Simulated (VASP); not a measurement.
A run of VASP 6.6.1 is set up as follows.

Contents of INCAR:

```
PREC = Accurate
ENCUT = 520
EDIFF = 1E-7
ISMEAR = -1
SIGMA = 0.1922
LREAL = Auto
LASPH = T
NELM = 60
ALGO = Normal
ISIF = 2
LWAVE = F
LCHARG = T
GGA = PE
LELF = T
LVHAR = T
ISYM = 0
NBANDS = 111
```

File KPOINTS:

```
Automatic mesh
0
Gamma
  1 1 1
  0.25 0.25 0.25
```

Contents of POSCAR:

```
Si5Mo3
1.0
    7.4574090000      0.0809830000      0.1775480000
    0.0809830000      6.8034930000      0.1053960000
    0.1775480000      0.1053960000      7.5398230000
Si Mo
15 9
Direct
    0.8970894560     -0.0050681101      0.8704206610
    0.5486999621      1.0655794120      0.3795263644
    0.7474033285      0.5609338786      0.5768275789
    0.5182025251      0.3172653739      0.7794665308
    0.2869091572      0.7953160866      0.3606854854
    0.1543745994      0.2858874896      0.9642656997
    0.1863193228      0.9207704797      0.0566035637
    0.6546276788      0.9124180999      0.6291048141
    0.3443189817      0.7884742442      0.8058751276
    0.1783594636      0.0554469253      0.6938702341
    0.8292959896      0.3777508951      0.8575045757
    0.6668550497      0.6562649792      0.3225823094
    0.1054106104      0.5484477438      0.2631233331
    0.5196803597      0.0347975261      0.0783900725
    0.4735662196      0.4248944816      0.4771486129
    0.7948003695      0.2015289731      0.5928377147
    0.8226176111      0.9528660346      0.2032862867
    0.6531337056      0.6978614684     -0.0375283863
    0.0630364312      0.6310447561      0.9326021864
    0.4728572849      0.3938065341      0.1060343859
    0.8496612197      0.3341476853      0.2297378228
    0.2435239209      0.1678551310      0.2976440635
    0.1530757276      0.4940388225      0.5803047359
   -0.0057805455      0.8063213456      0.5337630976
```

Potentials or basis: VASP PAW PBE potentials, release 64 (Si, Mo_sv).

Run with:

```sh
$ cat potpaw_PBE.64/Si/POTCAR potpaw_PBE.64/Mo_sv/POTCAR > POTCAR
$ mpirun -np 1 vasp_std > vasp.out
```

Task: What does it give for the largest force?

Result: 4.096 eV/Å.

Task: Predict the pressure.

Result: -2.0 GPa.

Forces on the atoms (eV/Å):
```
Si  -0.779 -0.647 -0.119
Si   0.285  1.068  0.771
Si   2.034 -0.424  2.947
Si  -0.591  0.173  0.789
Si   0.952  0.247  1.024
Si   0.663 -0.161  0.213
Si  -0.462  1.017  1.540
Si  -1.237 -3.188  2.115
Si   1.641 -1.041 -0.585
Si   0.047  1.792 -1.034
Si   0.677  0.747  1.865
Si  -1.297  0.696 -3.823
Si   0.146 -0.407 -1.136
Si   0.057 -0.325 -1.293
Si  -0.524 -0.776 -0.973
Mo   0.779  0.302 -1.650
Mo   1.301 -0.336  0.128
Mo   0.220  0.078 -1.229
Mo  -1.715 -0.388  0.160
Mo  -0.320  1.257 -0.163
Mo  -0.793  0.355 -1.158
Mo  -0.539 -0.574 -0.079
Mo  -0.409 -0.888  1.684
Mo  -0.136  1.421  0.008
```

Caveat: the k points lie up to 0.92 Å⁻¹ apart, too coarse for converged energies, forces and pressures; the atoms stand as in a frame of molecular dynamics.
